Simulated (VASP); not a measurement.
# Ti3SiN3 in VASP: a series of runs

Ti3SiN3 is run at these levels: PBE; tasks: single point.

Program: VASP 6.6.1. These are calculated values, not measurements. Logs are shortened: lines on timing, memory, paths and dates and some standing lists are left out, and cuts for length are marked.

## 1. The cell of the first run

The cell holds a slab with vacuum, 7 atoms: a = 3.003 Å, b = 3.003 Å, c = 19.758 Å, α = 90.00°, β = 90.00°, γ = 90.00°.

## 2. Single point, PBE

INCAR

```
SYSTEM = Ti3SiN3
PREC = Accurate
ENCUT = 520
EDIFF = 1E-7
ISMEAR = 0
SIGMA = 0.1
LREAL = .False.
LASPH = .True.
NELM = 60
ALGO = Normal
ISIF = 2
LWAVE = .False.
LCHARG = .True.
LDIPOL = .True.
IDIPOL = 3
DIPOL = 0.5 0.5 0.338
GGA = PE
LELF = .True.
LVHAR = .True.
LVACPOTAV = .True.
NBANDS = 36
```

KPOINTS

```
regular mesh
0
Gamma
  9 9 1
  0 0 0
```

POSCAR

```
Ti3SiN3
1.0
    3.0028555065      0.0000000000      0.0000000000
    0.0000000000      3.0028555065      0.0000000000
    0.0000000000      0.0000000000     19.7584945265
Ti N Si
3 3 1
Direct
    0.5000000000      0.5000000000      0.2024445736
    0.0000000000      0.0000000000      0.3072496201
    0.5000000000      0.5000000000      0.4076776418
    0.0000000000      0.0000000000      0.2024445736
    0.5000000000      0.5000000000      0.3055678856
    0.0000000000      0.0000000000      0.4179718508
    0.1250000000      0.2500000000      0.5196215680
```

Potentials or basis: VASP PAW PBE potentials, release 64 (Ti_sv, N, Si).

Started as:

```bash
cat potpaw_PBE.64/Ti_sv/POTCAR potpaw_PBE.64/N/POTCAR potpaw_PBE.64/Si/POTCAR > POTCAR
mpirun -np 1 vasp_std > vasp.out
```

OUTCAR:

```text
SYSTEM = Ti3SiN3
   PREC = Accurate
   ENCUT = 520
   EDIFF = 1E-7
   ISMEAR = 0
   LREAL = .False.
   LASPH = .True.
   NELM = 60
   ISIF = 2
   GGA = PE

 ion  position               nearest neighbor table
   1  0.500  0.500  0.202-   5 2.04   4 2.12   4 2.12   4 2.12   4 2.12
   2  0.000  0.000  0.307-   4 2.07   5 2.12   5 2.12   5 2.12   5 2.12   6 2.19   3 2.91   3 2.91
                             3 2.91   3 2.91
   3  0.500  0.500  0.408-   5 2.02   6 2.13   6 2.13   6 2.13   6 2.13   7 2.59   2 2.91   2 2.91
                             2 2.91   2 2.91   7 3.00
   4  0.000  0.000  0.202-   2 2.07   1 2.12   1 2.12   1 2.12   1 2.12
   5  0.500  0.500  0.306-   3 2.02   1 2.04   2 2.12   2 2.12   2 2.12   2 2.12
   6  0.000  0.000  0.418-   3 2.13   3 2.13   3 2.13   3 2.13   7 2.18   2 2.19
   7  0.125  0.250  0.520-   6 2.18   3 2.59   3 3.00

  LATTYP: Found a simple tetragonal cell.
 ALAT       =     3.0028555065
 C/A-ratio  =     6.5799018580

  Lattice vectors:

 A1 = (   3.0028555065,   0.0000000000,   0.0000000000)
 A2 = (   0.0000000000,   3.0028555065,   0.0000000000)
 A3 = (   0.0000000000,   0.0000000000,  19.7584945265)

Analysis of symmetry for initial positions (statically):
=====================================================================
 Subroutine PRICEL returns:
 Original cell was already a primitive cell.

 Routine SETGRP: Setting up the symmetry group for a
 simple tetragonal supercell.

 Subroutine GETGRP returns: Found  1 space group operations
 (whereof  1 operations were pure point group operations)
 out of a pool of 16 trial point group operations.

The static configuration has the point symmetry C_1 .

Analysis of symmetry for dynamics (positions and initial velocities):
=====================================================================
 Subroutine PRICEL returns:
 Original cell was already a primitive cell.

 Routine SETGRP: Setting up the symmetry group for a
 simple tetragonal supercell.

 Subroutine GETGRP returns: Found  1 space group operations
 (whereof  1 operations were pure point group operations)
 out of a pool of 16 trial point group operations.

The dynamic configuration has the point symmetry C_1 .

 Subroutine INISYM returns: Found  1 space group operations
 (whereof  1 operations are pure point group operations),
 and found     1 'primitive' translations

----------------------------------------------------------------------------------------

                                     Primitive cell

  volume of cell :     178.1651

  direct lattice vectors                    reciprocal lattice vectors
     3.002855506  0.000000000  0.000000000     0.333016357  0.000000000  0.000000000
     0.000000000  3.002855506  0.000000000     0.000000000  0.333016357  0.000000000
     0.000000000  0.000000000 19.758494527     0.000000000  0.000000000  0.050611143

  length of vectors
     3.002855506  3.002855506 19.758494527     0.333016357  0.333016357  0.050611143

  position of ions in fractional coordinates (direct lattice)
     0.500000000  0.500000000  0.202444574
     0.000000000  0.000000000  0.307249620
     0.500000000  0.500000000  0.407677642
     0.000000000  0.000000000  0.202444574
     0.500000000  0.500000000  0.305567886
     0.000000000  0.000000000  0.417971851
     0.125000000  0.250000000  0.519621568

  ion indices of the primitive-cell ions
   primitive index   ion index
                 1           1
                 2           2
                 3           3
                 4           4
                 5           5
                 6           6
                 7           7

----------------------------------------------------------------------------------------

 KPOINTS: regular mesh

Automatic generation of k-mesh.
 Grid dimensions read from file:
 generate k-points for:    9    9    1

 Generating k-lattice:

  Cartesian coordinates                     Fractional coordinates (reciprocal lattice)
     0.037001817  0.000000000  0.000000000     0.111111111  0.000000000  0.000000000
     0.000000000  0.037001817  0.000000000     0.000000000  0.111111111  0.000000000
     0.000000000  0.000000000  0.050611143     0.000000000  0.000000000  1.000000000

  Length of vectors
     0.037001817  0.037001817  0.050611143

  Shift w.r.t. Gamma in fractional coordinates (k-lattice)
     0.000000000  0.000000000  0.000000000

 Subroutine IBZKPT returns following result:
 ===========================================

 Found     41 irreducible k-points:

 Following reciprocal coordinates:
            Coordinates               Weight
  0.000000  0.000000  0.000000      1.000000
  0.111111  0.000000  0.000000      2.000000
  0.000000  0.111111  0.000000      2.000000
  0.222222  0.000000  0.000000      2.000000
  0.000000  0.222222  0.000000      2.000000
  0.333333  0.000000  0.000000      2.000000
[... 16 lines left out ...]
  0.111111  0.444444  0.000000      2.000000
  0.222222  0.222222  0.000000      2.000000
 [... further k-points ...]
   k-points           NKPTS =     41   k-points in BZ     NKDIM =     41   number of bands    NBANDS=     36
   number of dos      NEDOS =    301   number of ions     NIONS =      7
   total plane-waves  NPLWV =  86400
   dimension x,y,z NGX =    24 NGY =   24 NGZ =  150
   dimension x,y,z NGXF=    48 NGYF=   48 NGZF=  300
   ions per type =               3   3   1
   NGX,Y,Z   is equivalent  to a cutoff of  13.29, 13.29, 12.62 a.u.
   NGXF,Y,Z  is equivalent  to a cutoff of  26.57, 26.57, 25.24 a.u.
 SYSTEM =  Ti3SiN3
   PREC   = accura    normal or accurate (medium, high low for compatibility)
   ISTART =      0    job   : 0-new  1-cont  2-samecut
   ICHARG =      2    charge: 1-file 2-atom 10-const
   ISPIN  =      1    spin polarized calculation?
   LNONCOLLINEAR =      F non collinear calculations
   LSORBIT =      F    spin-orbit coupling
   LASPH  =      T    aspherical Exc in radial PAW
   ENCUT  =  520.0 eV  38.22 Ry    6.18 a.u.   5.58  5.58 36.74*2*pi/ulx,y,z
   NELM   =     60;   NELMIN=  2; NELMDL= -5     # of ELM steps
   EDIFF  = 0.1E-06   stopping-criterion for ELM
   LREAL  =      F    real-space projection
   EDIFFG = 0.1E-05   stopping-criterion for IOM
   NSW    =      0    number of steps for IOM
   IBRION =     -1    ionic relax: 0-MD 1-quasi-New 2-CG
   NFREE  =      0    steps in history (QN), initial steepest desc. (CG)
   ISIF   =      2    stress and relaxation
   ISYM   =      2    0-nonsym 1-usesym 2-fastsym
   POTIM  = 0.5000    time-step for ionic-motion
   TEBEG  =    0.0;   TEEND  =   0.0 temperature during run
   PSTRESS=    0.0 pullay stress
   NELECT =      55.0000    total number of electrons
   NUPDOWN=      -1.0000    fix difference up-down
   EMIN   =  10.00;   EMAX   =-10.00  energy-range for DOS
   EFERMI =   0.00;   METHOD = LEGACY
   ISMEAR =     0;   SIGMA  =   0.10  broadening in eV -4-tet -1-fermi 0-gaus
   EFERMI_NEDOS =   21; number of points for ismear=-14 and -15
   IALGO  =     38    algorithm
   IMIX   =      4    mixing-type and parameters
     AMIX     =   0.40;   BMIX     =  1.00
     AMIX_MAG =   1.60;   BMIX_MAG =  1.00
  volume/ion in A,a.u.               =      25.45       171.76
  Fermi-wavevector in a.u.,A,eV,Ry     =   1.106424  2.090838 16.655892  1.224174
  Thomas-Fermi vector in A             =   2.242924
   LORBIT       =      0    0 simple, 1 ext, 2 COOP (PROOUT), +10 PAW based schemes
   GGA     = PE    functional components
   LHFCALC =     F    Hartree Fock is set to
   AEXX    =    0.0000 exact exchange contribution
   IVDW    =     0    specifies the selected vdW correction
   LEPSILON=     F    determine dielectric tensor
   LRPA    =     F    only Hartree local field effects (RPA)
 non-spin polarized calculation
 Gauss-broadening in eV      SIGMA  =   0.10
  energy-cutoff  :      520.00
  volume of cell :      178.17
 maximum number of plane-waves:      4826
   NGX = 11   NGY = 11   NGZ = 73

 dipolmoment           0.000000      0.000000     -0.004373 electrons x Angstroem

 number of electron      55.0000000 magnetization

 dipolmoment           0.000000      0.000000      0.094940 electrons x Angstroem

 Free energy of the ion-electron system (eV)
  ---------------------------------------------------
  ext. energy  EPLUGINS =         0.00000000
  ---------------------------------------------------
  free energy    TOTEN  =       -61.56972894 eV

  energy without entropy =      -61.55280672  energy(sigma->0) =      -61.56126783

 E-fermi :   2.4303     XC(G=0):  -6.1520

 val. band max:        2.4217267180   @ k =  -0.2222   0.4444   0.0000
 cond. band min:       2.4315783949   @ k =  -0.1111   0.4444   0.0000
 fundamental gap:      0.0098516770
 Fermi energy:         2.4302681314

 k-point     1 :       0.0000    0.0000    0.0000
  band No.  band energies     occupation
      1     -55.4420      2.00000
      2     -55.1455      2.00000
      3     -55.0517      2.00000
      4     -31.8985      2.00000
      5     -31.5347      2.00000
      6     -31.5250      2.00000
[... 28 lines left out ...]
     35       4.0709      0.00000
     36       4.1089      0.00000

 k-point     2 :       0.1111    0.0000    0.0000
  band No.  band energies     occupation
      1     -55.4379      2.00000
      2     -55.1393      2.00000
      3     -55.0508      2.00000
      4     -31.8954      2.00000
      5     -31.5988      2.00000
      6     -31.5225      2.00000
[... 28 lines left out ...]
     35       4.2571      0.00000
     36       4.4263      0.00000

 k-point     3 :       0.0000    0.1111    0.0000
  band No.  band energies     occupation
      1     -55.4379      2.00000
      2     -55.1393      2.00000
      3     -55.0508      2.00000
      4     -31.8954      2.00000
      5     -31.5983      2.00000
      6     -31.5231      2.00000
[... 28 lines left out ...]
     35       4.2465      0.00000
     36       4.4163      0.00000
[... 742 lines left out ...]
 k-point    23 :       0.1111    0.4444    0.0000
  band No.  band energies     occupation
      1     -55.4042      2.00000
      2     -55.0784      2.00000
      3     -55.0523      2.00000
      4     -31.9246      2.00000
      5     -31.8732      2.00000
      6     -31.6529      2.00000
[... 28 lines left out ...]
     35       4.6210      0.00000
     36       4.7169      0.00000

 k-point    24 :       0.2222    0.2222    0.0000
  band No.  band energies     occupation
      1     -55.4138      2.00000
      2     -55.1023      2.00000
      3     -55.0442      2.00000
      4     -31.8770      2.00000
      5     -31.6858      2.00000
      6     -31.6423      2.00000
[... 28 lines left out ...]
     35       4.3748      0.00000
     36       4.5492      0.00000

 [... further k-points ...]
[... 5 lines left out ...]
  --------------------------------------------------------------------------------------
  -------------------------------------------------------------------------------------
  Total       -3.4964836     -4.2061590      1.2654751     -0.2276976     -1.7735556     -1.0839081
  in kB      -31.4426652    -37.8245302     11.3799791     -2.0476058    -15.9489709     -9.7472101
  external PRESSURE =     -19.2957388 kB  Pullay stress =       0.0000000 kB

 VOLUME and BASIS-vectors are now :
 -----------------------------------------------------------------------------
  energy-cutoff  :      520.00
  volume of cell :      178.17
      direct lattice vectors                 reciprocal lattice vectors
     3.002855506  0.000000000  0.000000000     0.333016357  0.000000000  0.000000000
     0.000000000  3.002855506  0.000000000     0.000000000  0.333016357  0.000000000
     0.000000000  0.000000000 19.758494527     0.000000000  0.000000000  0.050611143

 POSITION                                       TOTAL-FORCE (eV/Angst)
 -----------------------------------------------------------------------------------
      1.50143      1.50143      4.00000        -0.019823     -0.000714      1.445570
      0.00000      0.00000      6.07079         0.030028      0.093424      0.029715
      1.50143      1.50143      8.05510         0.384281      0.321088      0.701433
      0.00000      0.00000      4.00000        -0.018313     -0.045331     -1.534468
      1.50143      1.50143      6.03756        -0.000308     -0.000439     -0.520431
      0.00000      0.00000      8.25849         0.173439      0.478764     -0.117591
      0.37536      0.75071     10.26694        -0.549304     -0.846792     -0.004229
 -----------------------------------------------------------------------------------
    total drift:                               -0.000042      0.000040      0.000374

  FREE ENERGIE OF THE ION-ELECTRON SYSTEM (eV)
  ---------------------------------------------------
  free  energy   TOTEN  =       -61.5697289442 eV

  energy  without entropy=      -61.5528067178  energy(sigma->0) =      -61.56126783

 vacuum level on the upper side and lower side of the slab         6.904         4.999
```

It took 5 min on 1 thread of Intel Xeon Platinum 8488C (Sapphire Rapids), shared host; peak memory 0.4 GiB.

What came out:

```yaml
Free_energy: -61.5697 eV
Largest_force: 1.535 eV/Å
Band_gap_on_the_k_mesh: zero (an odd number of electrons rules out a gap without spin polarisation)
```

Forces on the atoms (eV/Å):
```
Ti  -0.020 -0.001  1.446
Ti   0.030  0.093  0.030
Ti   0.384  0.321  0.701
N   -0.018 -0.045 -1.534
N    0.000  0.000 -0.520
N    0.173  0.479 -0.118
Si  -0.549 -0.847 -0.004
```

Levels at points of the mesh, in eV from the Fermi level:
| k point | band 26 | band 27 | band 28 | band 29 | band 30 | band 31 |
| --- | --- | --- | --- | --- | --- | --- |
| (0.00, 0.00, 0.00) | -2.22 | -1.76 | -0.75 | -0.37 | 0.07 | 0.10 |

Caveat: an odd number of electrons without spin polarisation forces a metal; a magnetic or distorted state may lie lower.

## 3. Single point, PBE

INCAR

```
ALGO = Normal
DIPOL = 0.5 0.5 0.341
EDIFF = 1E-7
ENCUT = 520
GGA = PE
IDIPOL = 3
ISIF = 2
ISMEAR = 0
LASPH = True
LCHARG = False
LDIPOL = True
LREAL = False
LWAVE = False
NBANDS = 36
NELM = 60
PREC = Accurate
SIGMA = 0.1
```

KPOINTS

```
k-points
0
Gamma
  9 9 1
```

POSCAR: that of step 2 with these lines changed.

```diff
@@ -14,2 +14,2 @@
     0.0000000000      0.0000000000      0.4179718508
-    0.1250000000      0.2500000000      0.5196215680
+    0.2500000000      0.3750000000      0.5425462224
```

Potentials or basis: VASP PAW PBE potentials, release 64 (Ti_sv, N, Si).

Started as:

```bash
cat potpaw_PBE.64/Ti_sv/POTCAR potpaw_PBE.64/N/POTCAR potpaw_PBE.64/Si/POTCAR > POTCAR
mpirun -np 1 vasp_std > vasp.out
```

Wall time 5 min (1 thread of Intel Xeon Platinum 8488C (Sapphire Rapids), shared host); peak memory 0.4 GiB.

It converged, with:

| Item | Value |
| --- | --- |
| Free energy | -61.2546 eV |
| Largest force | 1.643 eV/Å |
| Band gap on the k mesh | zero (an odd number of electrons rules out a gap without spin polarisation) |

Forces in eV/Å, atoms in the order of the input:
```
Ti  -0.027 -0.011  1.553
Ti   0.075  0.074 -0.123
Ti   0.245  0.071  1.423
N    0.005 -0.003 -1.643
N   -0.065 -0.042 -0.307
N   -0.018  0.007 -0.919
Si  -0.214 -0.094  0.016
```

Levels at points of the mesh, in eV from the Fermi level:
```tsv
k point	band 25	band 26	band 27	band 28	band 29	band 30
(0.00, 0.00, 0.00)	-1.98	-1.94	-1.68	-0.79	-0.65	0.11
```

Caveat: an odd number of electrons without spin polarisation forces a metal; a magnetic or distorted state may lie lower.

## 4. Single point, PBE

INCAR

```
ALGO = Normal
DIPOL = 0.5 0.5 0.339
EDIFF = 1E-7
ENCUT = 520
GGA = PE
IDIPOL = 3
ISIF = 2
ISMEAR = 0
LASPH = True
LCHARG = True
LDIPOL = True
LELF = True
LREAL = False
LVACPOTAV = True
LVHAR = True
LWAVE = False
NBANDS = 36
NELM = 60
PREC = Accurate
SIGMA = 0.1
```

KPOINTS is that of step 3.

POSCAR: that of step 3 with these lines changed.

```diff
@@ -14,2 +14,2 @@
     0.0000000000      0.0000000000      0.4179718508
-    0.2500000000      0.3750000000      0.5425462224
+    0.1250000000      0.3750000000      0.5327079628
```

Started as:

```bash
cat potpaw_PBE.64/Ti_sv/POTCAR potpaw_PBE.64/N/POTCAR potpaw_PBE.64/Si/POTCAR > POTCAR
mpirun -np 1 vasp_std > vasp.out
```

Wall time 5.2 min (1 thread of Intel Xeon Platinum 8488C (Sapphire Rapids), shared host); peak memory 0.4 GiB.

Results (log left out):

```yaml
Free_energy: -61.3483 eV
Largest_force: 1.595 eV/Å
Band_gap_on_the_k_mesh: zero (an odd number of electrons rules out a gap without spin polarisation)
```

Forces on the atoms (eV/Å):
```
Ti  -0.027  0.004  1.513
Ti   0.035  0.094 -0.052
Ti   0.244  0.037  1.199
N    0.003 -0.027 -1.595
N   -0.030 -0.030 -0.414
N    0.017  0.168 -0.647
Si  -0.242 -0.247 -0.004
```

Levels at points of the mesh, in eV from the Fermi level:
| k point | band 24 | band 25 | band 26 | band 27 | band 28 | band 29 | band 30 | band 31 |
| --- | --- | --- | --- | --- | --- | --- | --- | --- |
| (0.00, 0.00, 0.00) | -2.50 | -2.15 | -2.11 | -1.73 | -0.75 | -0.56 | 0.08 | 0.10 |

Caveat: an odd number of electrons without spin polarisation forces a metal; a magnetic or distorted state may lie lower.

## 5. Summary

| cell | gap on the mesh (eV) | largest force (eV/Å) |
| --- | --- | --- |
| as given, atomic positions A | none | 1.54 |
| as given, atomic positions B | none | 1.64 |
| as given, atomic positions C | none | 1.60 |

Alike in all rows: task single point; level PBE; potentials or basis VASP PAW PBE potentials, release 64 (Ti_sv, N, Si); no spin polarisation; k mesh 9 × 9 × 1; cutoff (eV) 520; smearing gaussian 0.1 eV.

Caveats: an odd number of electrons without spin polarisation forces a metal; a magnetic or distorted state may lie lower.

Total energies depend on the potentials used, so only differences within one code and one set of settings carry meaning.

The gap in the log of VASP goes by the Fermi energy; the results here count the filled bands.